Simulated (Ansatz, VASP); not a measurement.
# Two plane-wave programs on Al

File POSCAR:

```
Al
1.0
   -1.5673504096      1.5673504096      1.6389552507
    1.5673504096     -1.5673504096      1.6389552507
    1.5673504096      1.5673504096     -1.6389552507
Al
1
Direct
    0.0000000000      0.0000000000      0.0000000000
```

The input INCAR.step1:

```
  ALGO = Normal
  EDIFF = 1E-4
  ENCUT = 520
  GGA = PE
  ISMEAR = 0
  LASPH = True
  LCHARG = False
  LREAL = False
  LWAVE = True
  NBANDS = 8
  NELM = 80
  PREC = Accurate
  SIGMA = 0.15
```

The input INCAR.step2:

```
  ALGO = Normal
  EDIFF = 1E-7
  ENCUT = 520
  ISIF = 2
  ISMEAR = 0
  ISTART = 1
  LASPH = True
  LCHARG = True
  LELF = True
  LMIXTAU = True
  LREAL = False
  LVHAR = True
  LWAVE = False
  METAGGA = R2SCAN
  NBANDS = 8
  NELM = 80
  PREC = Accurate
  SIGMA = 0.15
```

Contents of KPOINTS:

```
k-points
0
Gamma
  20 20 20
```

Input for Ansatz:

```yaml
crystal:
  lattice:
    - [-1.5673504096, 1.5673504096, 1.6389552507]
    - [1.5673504096, -1.5673504096, 1.6389552507]
    - [1.5673504096, 1.5673504096, -1.6389552507]
  atoms:
    - { symbol: Al, position: [0.0, 0.0, 0.0] }
basis:
  ecutwfc: 500
kpoints:
  mp_grid: { grid: [20, 20, 20] }
hamiltonian:
  xc: r2scan
scf:
  occupations: { method: gaussian, width: 0.15 }
output:
  forces: true
  stress: true
  eigenvalues: true
```

Change from the starting cell: strain -0.015 along x and y, +0.030 along z, atoms carried along.

Alike in both runs: task single point; functional r2SCAN; k mesh 20 × 20 × 20; occupations gaussian, width 0.15 eV; no spin polarisation.

|  | VASP | Ansatz |
| --- | --- | --- |
| version | VASP 6.6.1 | Ansatz 0.2.0 |
| potentials or method | VASP PAW PBE potentials, release 64 (Al), cutoff 520 eV | scalar-relativistic, plane waves, PAW |
| valence electrons in the cell | 3 | 3 |

|  | VASP | Ansatz | Ansatz less VASP |
| --- | --- | --- | --- |
| gap on the k mesh at the Fermi level (eV) | none | none | - |
| pressure (GPa) | 0.1 | 0.4 | +0.31 |
| traceless stress, the component that is largest in VASP (GPa) | 1.48 | 1.48 | -0.001 |

VASP's potentials were made for PBE, not for r2SCAN. A gap of «none» marks a metal or a gap that the smearing closes.
